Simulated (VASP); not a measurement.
A run of VASP 6.6.1:

Contents of INCAR:

```
  ALGO = Normal
  EDIFF = 1E-6
  ENCUT = 520
  GGA = PE
  ISIF = 2
  ISMEAR = 0
  LASPH = T
  LCHARG = F
  LREAL = F
  LWAVE = F
  NBANDS = 18
  NELM = 60
  PREC = Accurate
  SIGMA = 0.01
```

File KPOINTS:

```
k-points
0
Gamma
  6 6 2
```

POSCAR

```
LiCl
1.0
    3.8277320405      0.0000000000      0.0000000000
   -1.9138660202      3.3149131859      0.0000000000
    0.0000000000      0.0000000000      6.1203336690
Li Cl
2 2
Direct
    0.6666666667      0.3333333333      0.8780761540
    0.3333333333      0.6666666667      0.3780761540
    0.6666666667      0.3333333333      0.4969248460
    0.3333333333      0.6666666667      0.9969248460
```

Potentials or basis: VASP PAW PBE potentials, release 64 (Li_sv, Cl).

Launch:

```sh
$ cat potpaw_PBE.64/Li_sv/POTCAR potpaw_PBE.64/Cl/POTCAR > POTCAR
$ mpirun -np 1 vasp_std > vasp.out
```

Hardware: 1 thread of AMD EPYC 7R13, on a shared host.

Q: Estimate the wall time of this run.

A: Run time: 40 s on 1 thread of AMD EPYC 7R13, with other jobs on the host, peak memory 0.15 GiB. Counts: scf iterations 13, k points 14.
